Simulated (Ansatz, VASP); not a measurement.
## One calculation of Bi, two programs

```
CELL_PARAMETERS angstrom
4.61342 0.00000 0.00000
-2.30671 3.99534 0.00000
0.00000 0.00000 12.02295
ATOMIC_POSITIONS crystal
Bi 0.33333 0.66667 0.25000
Bi 0.66667 0.33333 0.75000
```

Change from the starting cell: volume scaled by 1.05.

Alike in both runs: task single point; functional PBEsol; k mesh 9 × 9 × 3; occupations fermi-dirac, width 0.03 eV; no spin polarisation.

|  | VASP | Ansatz |
| --- | --- | --- |
| version | VASP 6.6.1 | Ansatz 0.2.0 |
| potentials or method | VASP PAW PBE potentials, release 64 (Bi_d), cutoff 520 eV | all-electron LAPW, scalar-relativistic |

VASP gave:

| Quantity | Value |
| --- | --- |
| pressure (GPa) | -3.3 |
| traceless stress, the component that is largest in VASP (GPa) | 2.93 |

Task: What did Ansatz give for the same quantities?

Result: Pressure (GPa): -3.3; traceless stress, the component that is largest in VASP (GPa): 2.94.

VASP's potentials were made for PBE, not for PBEsol. Ansatz ran all-electron here, and VASP with PAW potentials.

Spin-orbit coupling is off throughout.
